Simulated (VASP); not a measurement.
# Si7Ge (P-43m) in VASP: vibrations by perturbation theory with PBEsol

Aim: the vibrations by perturbation theory of Si7Ge with PBEsol.

Program: VASP 6.6.1. These are calculated values, not measurements. Logs are shortened: lines on timing, memory, paths and dates and some standing lists are left out, and cuts for length are marked.

### 1 The cell of the first run

The structure is cubic, space group P-43m (No. 215). The conventional cell has a = 5.459 Å, b = 5.459 Å, c = 5.459 Å, α = 90.00°, β = 90.00°, γ = 90.00°. Within 3.1 Å of Si (site symmetry 3m) lie 3 Si at 2.36 Å and 1 Ge at 2.39 Å. Si (site symmetry -42m) has 4 Si at 2.36 Å within 3.1 Å. Ge (site symmetry -43m) has 4 Si at 2.39 Å within 3.2 Å.

### 2 Vibrations by perturbation theory, PBEsol

Contents of INCAR:

```
SYSTEM = Si7Ge
PREC = Accurate
ENCUT = 520
EDIFF = 1E-8
ISMEAR = 0
SIGMA = 0.03
LREAL = .False.
LASPH = .True.
NELM = 60
ALGO = Normal
ISIF = 2
LWAVE = .False.
LCHARG = .False.
GGA = PS
NBANDS = 31
IBRION = 8
NSW = 1
```

Contents of KPOINTS:

```
regular mesh
0
Gamma
  6 6 6
  0 0 0
```

Contents of POSCAR:

```
Si7Ge
1.0
    5.4591768537      0.0000000000      0.0000000000
    0.0000000000      5.4591768537      0.0000000000
    0.0000000000      0.0000000000      5.4591768537
Si Ge
7 1
Direct
    0.2525976808      0.2525976808      0.2525976808
    0.0000000000      0.5000000000      0.5000000000
    0.5000000000      0.5000000000      0.0000000000
    0.5000000000      0.0000000000      0.5000000000
    0.7474023192      0.2525976808      0.7474023192
    0.7474023192      0.7474023192      0.2525976808
    0.2525976808      0.7474023192      0.7474023192
    0.0000000000      0.0000000000      0.0000000000
```

Potentials or basis: VASP PAW PBE potentials, release 64 (Si, Ge_d).

Launch:

```bash
> cat potpaw_PBE.64/Si/POTCAR potpaw_PBE.64/Ge_d/POTCAR > POTCAR
> mpirun -np 1 vasp_std > vasp.out
```

OUTCAR:

```text
SYSTEM = Si7Ge
   PREC = Accurate
   ENCUT = 520
   EDIFF = 1E-8
   ISMEAR = 0
   LREAL = .False.
   LASPH = .True.
   NELM = 60
   ISIF = 2
   GGA = PS
   IBRION = 8
   NSW = 1

 ion  position               nearest neighbor table
   1  0.253  0.253  0.253-   2 2.36   3 2.36   4 2.36   8 2.39
   2  0.000  0.500  0.500-   1 2.36   5 2.36   6 2.36   7 2.36
   3  0.500  0.500  0.000-   1 2.36   5 2.36   6 2.36   7 2.36
   4  0.500  0.000  0.500-   1 2.36   5 2.36   6 2.36   7 2.36
   5  0.747  0.253  0.747-   2 2.36   3 2.36   4 2.36   8 2.39
   6  0.747  0.747  0.253-   2 2.36   3 2.36   4 2.36   8 2.39
   7  0.253  0.747  0.747-   2 2.36   3 2.36   4 2.36   8 2.39
   8  0.000  0.000  0.000-   1 2.39   5 2.39   6 2.39   7 2.39

  LATTYP: Found a simple cubic cell.
 ALAT       =     5.4591768537

  Lattice vectors:

 A1 = (   5.4591768537,   0.0000000000,   0.0000000000)
 A2 = (   0.0000000000,   5.4591768537,   0.0000000000)
 A3 = (   0.0000000000,   0.0000000000,   5.4591768537)

Analysis of symmetry for initial positions (statically):
=====================================================================
 Subroutine PRICEL returns:
 Original cell was already a primitive cell.

 Routine SETGRP: Setting up the symmetry group for a
 simple cubic supercell.

 Subroutine GETGRP returns: Found 24 space group operations
 (whereof 24 operations were pure point group operations)
 out of a pool of 48 trial point group operations.

The static configuration has the point symmetry T_d .

Analysis of symmetry for dynamics (positions and initial velocities):
=====================================================================
 Subroutine PRICEL returns:
 Original cell was already a primitive cell.

 Routine SETGRP: Setting up the symmetry group for a
 simple cubic supercell.

 Subroutine GETGRP returns: Found 24 space group operations
 (whereof 24 operations were pure point group operations)
 out of a pool of 48 trial point group operations.

The dynamic configuration has the point symmetry T_d .

 Subroutine INISYM returns: Found 24 space group operations
 (whereof 24 operations are pure point group operations),
 and found     1 'primitive' translations

[... 862 lines left out ...]
      2.72959      2.72959      0.00000        -0.000000      0.000000     -0.000000
      2.72959      0.00000      2.72959        -0.000000      0.000000     -0.000000
      4.08020      1.37898      4.08020         0.005258     -0.005258      0.005258
      4.08020      4.08020      1.37898         0.005258      0.005258     -0.005258
      1.37898      4.08020      4.08020        -0.005258      0.005258      0.005258
      0.00000      0.00000      0.00000        -0.000000      0.000000     -0.000000
 -----------------------------------------------------------------------------------
    total drift:                               -0.000000     -0.000000      0.000000

  FREE ENERGIE OF THE ION-ELECTRON SYSTEM (eV)
  ---------------------------------------------------
  free  energy   TOTEN  =       -45.1281459852 eV

  energy  without entropy=      -45.1281459852  energy(sigma->0) =      -45.12814599

[... ionic steps 2 to 24 ...]

--------------------------------------- Ionic step       25  -------------------------------------------

 Free energy of the ion-electron system (eV)
  ---------------------------------------------------
  ---------------------------------------------------
  free energy    TOTEN  =        -0.19971415 eV

  energy without entropy =       -0.19971415

------------------------ aborting loop because EDIFF is reached ----------------------------------------

 INTERNAL STRAIN TENSOR  FOR ION    8  DIRECTION 1   (eV/Angst):
 -----------------------------------------------------------------------------
     0.00290  0.00000  0.00000
     0.00000 -0.00261  9.85196
     0.00000  9.85196 -0.00261

 INTERNAL STRAIN TENSOR FOR ION    8 for displacements in x,y,z  (eV/Angst):
          X           Y           Z          XY          YZ          ZX
  --------------------------------------------------------------------------------
  x     0.00000     0.00000     0.00000     0.00000     9.85196     0.00000
  y     0.00000    -0.00000     0.00000    -0.00000     0.00000     9.85196
  z     0.00000     0.00000     0.00000     9.85196     0.00000     0.00000

 SECOND DERIVATIVES (NOT SYMMETRIZED)
 ------------------------------------
               1X          1Y          1Z          2X          2Y          2Z          3X          3Y          3Z          4X          4Y          4Z          5X          5Y          5Z          6X          6Y          6Z          7X          7Y          7Z          8X          8Y          8Z
  1X   -13.249005    0.133635    0.133635    3.375436   -2.433529   -2.433529    3.313042    2.390722   -2.484749    3.313042   -2.484749    2.390722    0.901684    0.018549    0.010070    0.901684    0.010070    0.018549   -1.668108   -0.017511   -0.017511    3.112225    2.382813    2.382813
  1Y     0.133635  -13.249005    0.133635   -2.484749    3.313042    2.390722    2.390722    3.313042   -2.484749   -2.433529    3.375436   -2.433529   -0.017511   -1.668108   -0.017511    0.010070    0.901684    0.018549    0.018549    0.901684    0.010070    2.382813    3.112225    2.382813
  1Z     0.133635    0.133635  -13.249005   -2.484749    2.390722    3.313042   -2.433529   -2.433529    3.375436    2.390722   -2.484749    3.313042    0.010070    0.018549    0.901684   -0.017511   -0.017511   -1.668108    0.018549    0.010070    0.901684    2.382813    2.382813    3.112225
  2X     3.376133   -2.484828   -2.484828  -13.586567    0.000000    0.000000    0.842050   -0.000000    0.000000    0.842050    0.000000    0.000000    3.376133    2.484828   -2.484828    3.376133   -2.484828    2.484828    3.376133    2.484828    2.484828   -1.602066   -0.000000    0.000000
  2Y    -2.433776    3.310956    2.391680    0.000000  -13.230094    0.000000    0.000000   -1.703701    0.000000    0.000000    0.844648    0.000000    2.433776    3.310956   -2.391680   -2.433776    3.310956   -2.391680    2.433776    3.310956    2.391680    0.000000    0.845324    0.000000
  2Z    -2.433776    2.391680    3.310956    0.000000    0.000000  -13.230094    0.000000    0.000000    0.844648    0.000000    0.000000   -1.703701   -2.433776   -2.391680    3.310956    2.433776   -2.391680    3.310956    2.433776    2.391680    3.310956    0.000000    0.000000    0.845324
  3X     3.310956    2.391680   -2.433776    0.844648    0.000000    0.000000  -13.230094    0.000000    0.000000   -1.703701    0.000000    0.000000    3.310956   -2.391680   -2.433776    3.310956    2.391680    2.433776    3.310956   -2.391680    2.433776    0.845324    0.000000    0.000000
  3Y     2.391680    3.310956   -2.433776    0.000000   -1.703701    0.000000    0.000000  -13.230094    0.000000    0.000000    0.844648    0.000000   -2.391680    3.310956    2.433776    2.391680    3.310956    2.433776   -2.391680    3.310956   -2.433776    0.000000    0.845324    0.000000
  3Z    -2.484828   -2.484828    3.376133    0.000000    0.000000    0.842050    0.000000    0.000000  -13.586567   -0.000000    0.000000    0.842050   -2.484828    2.484828    3.376133    2.484828    2.484828    3.376133    2.484828   -2.484828    3.376133   -0.000000    0.000000   -1.602066
  4X     3.310956   -2.433776    2.391680    0.844648    0.000000    0.000000   -1.703701    0.000000    0.000000  -13.230094    0.000000    0.000000    3.310956    2.433776    2.391680    3.310956   -2.433776   -2.391680    3.310956    2.433776   -2.391680    0.845324    0.000000    0.000000
  4Y    -2.484828    3.376133   -2.484828    0.000000    0.842050   -0.000000    0.000000    0.842050    0.000000    0.000000  -13.586567    0.000000    2.484828    3.376133    2.484828   -2.484828    3.376133    2.484828    2.484828    3.376133   -2.484828    0.000000   -1.602066   -0.000000
  4Z     2.391680   -2.433776    3.310956    0.000000    0.000000   -1.703701    0.000000    0.000000    0.844648    0.000000    0.000000  -13.230094    2.391680    2.433776    3.310956   -2.391680    2.433776    3.310956   -2.391680   -2.433776    3.310956    0.000000    0.000000    0.845324
  5X     0.901684   -0.018549    0.010070    3.375436    2.433529   -2.433529    3.313042   -2.390722   -2.484749    3.313042    2.484749    2.390722  -13.249005   -0.133635    0.133635   -1.668108    0.017511   -0.017511    0.901684   -0.010070    0.018549    3.112225   -2.382813    2.382813
  5Y     0.017511   -1.668108    0.017511    2.484749    3.313042   -2.390722   -2.390722    3.313042    2.484749    2.433529    3.375436    2.433529   -0.133635  -13.249005   -0.133635   -0.018549    0.901684   -0.010070   -0.010070    0.901684   -0.018549   -2.382813    3.112225   -2.382813
  5Z     0.010070   -0.018549    0.901684   -2.484749   -2.390722    3.313042   -2.433529    2.433529    3.375436    2.390722    2.484749    3.313042    0.133635   -0.133635  -13.249005    0.018549   -0.010070    0.901684   -0.017511    0.017511   -1.668108    2.382813   -2.382813    3.112225
  6X     0.901684    0.010070   -0.018549    3.375436   -2.433529    2.433529    3.313042    2.390722    2.484749    3.313042   -2.484749   -2.390722   -1.668108   -0.017511    0.017511  -13.249005    0.133635   -0.133635    0.901684    0.018549   -0.010070    3.112225    2.382813   -2.382813
  6Y     0.010070    0.901684   -0.018549   -2.484749    3.313042   -2.390722    2.390722    3.313042    2.484749   -2.433529    3.375436    2.433529    0.018549    0.901684   -0.010070    0.133635  -13.249005   -0.133635   -0.017511   -1.668108    0.017511    2.382813    3.112225   -2.382813
  6Z     0.017511    0.017511   -1.668108    2.484749   -2.390722    3.313042    2.433529    2.433529    3.375436   -2.390722    2.484749    3.313042   -0.018549   -0.010070    0.901684   -0.133635   -0.133635  -13.249005   -0.010070   -0.018549    0.901684   -2.382813   -2.382813    3.112225
  7X    -1.668108    0.017511    0.017511    3.375436    2.433529    2.433529    3.313042   -2.390722    2.484749    3.313042    2.484749   -2.390722    0.901684   -0.010070   -0.018549    0.901684   -0.018549   -0.010070  -13.249005   -0.133635   -0.133635    3.112225   -2.382813   -2.382813
  7Y    -0.018549    0.901684    0.010070    2.484749    3.313042    2.390722   -2.390722    3.313042   -2.484749    2.433529    3.375436   -2.433529   -0.010070    0.901684    0.018549    0.017511   -1.668108   -0.017511   -0.133635  -13.249005    0.133635   -2.382813    3.112225    2.382813
  7Z    -0.018549    0.010070    0.901684    2.484749    2.390722    3.313042    2.433529   -2.433529    3.375436   -2.390722   -2.484749    3.313042    0.017511   -0.017511   -1.668108   -0.010070    0.018549    0.901684   -0.133635    0.133635  -13.249005   -2.382813    2.382813    3.112225
  8X     3.127094    2.385041    2.385041   -1.589344   -0.000000    0.000000    0.856904   -0.000000    0.000000    0.856904    0.000000    0.000000    3.127094   -2.385041    2.385041    3.127094    2.385041   -2.385041    3.127094   -2.385041   -2.385041  -12.632838   -0.000000    0.000000
  8Y     2.385041    3.127094    2.385041    0.000000    0.856904   -0.000000    0.000000    0.856904    0.000000    0.000000   -1.589344    0.000000   -2.385041    3.127094   -2.385041    2.385041    3.127094   -2.385041   -2.385041    3.127094    2.385041    0.000000  -12.632838   -0.000000
  8Z     2.385041    2.385041    3.127094    0.000000    0.000000    0.856904   -0.000000   -0.000000   -1.589344   -0.000000    0.000000    0.856904    2.385041   -2.385041    3.127094   -2.385041   -2.385041    3.127094   -2.385041    2.385041    3.127094    0.000000    0.000000  -12.632838

 Eigenvectors and eigenvalues of the dynamical matrix
 ----------------------------------------------------

   1 f  =   14.941891 THz    93.882673 2PiTHz  498.407851 cm-1    61.794670 meV
             X         Y         Z           dx          dy          dz
      1.378975  1.378975  1.378975     0.075589    0.075589   -0.336988
      0.000000  2.729588  2.729588    -0.000000   -0.000000    0.377518
      2.729588  2.729588  0.000000    -0.000000   -0.000000    0.455778
      2.729588  0.000000  2.729588    -0.000000   -0.000000    0.377518
      4.080201  1.378975  4.080201     0.075589   -0.075589   -0.336988
      4.080201  4.080201  1.378975    -0.075589   -0.075589   -0.336988
      1.378975  4.080201  4.080201    -0.075589    0.075589   -0.336988
      0.000000  0.000000  0.000000    -0.000000   -0.000000    0.085288
[... 243 lines left out ...]
  24 f/i=    0.021784 THz     0.136873 2PiTHz    0.726637 cm-1     0.090092 meV
             X         Y         Z           dx          dy          dz
      1.378975  1.378975  1.378975     0.000730   -0.049416    0.320128
      0.000000  2.729588  2.729588     0.001698   -0.048305    0.320105
      2.729588  2.729588  0.000000     0.001687   -0.048305    0.322179
      2.729588  0.000000  2.729588     0.001687   -0.048618    0.320105
      4.080201  1.378975  4.080201     0.000390   -0.047151    0.319788
      4.080201  4.080201  1.378975     0.002983   -0.047163    0.319799
      1.378975  4.080201  4.080201     0.002643   -0.049404    0.320139
      0.000000  0.000000  0.000000     0.002684   -0.076866    0.509370

--------------------------------------------------------------------------------------------------------

 ELASTIC MODULI CONTR FROM IONIC RELAXATION (kBar)
 Direction    XX          YY          ZZ          XY          YZ          ZX
 --------------------------------------------------------------------------------
 XX          -0.2914      0.0990      0.0990     -0.0000      0.0000     -0.0000
 YY           0.0990     -0.2914      0.0990      0.0000     -0.0000      0.0000
 ZZ           0.0990      0.0990     -0.2914      0.0000      0.0000      0.0000
 XY          -0.0000     -0.0000      0.0000   -280.8421     -0.0000      0.0000
 YZ          -0.0000      0.0000      0.0000     -0.0000   -280.8421      0.0000
 ZX          -0.0000      0.0000      0.0000     -0.0000     -0.0000   -280.8421
 --------------------------------------------------------------------------------
```

Run time: 48 min. Hardware: 1 thread of Oxide Virtual Turin-like, shared host; peak memory 0.85 GiB.

Results:

* Highest phonon frequency at Γ: 498 cm⁻¹

Phonon frequencies in cm⁻¹ (negative: imaginary):
| q point | frequencies |
| --- | --- |
| (0.000, 0.000, 0.000) | -1 -1 -1 112 112 112 137 137 137 336 336 336 399 404 404 433 433 433 454 454 454 498 498 498 |
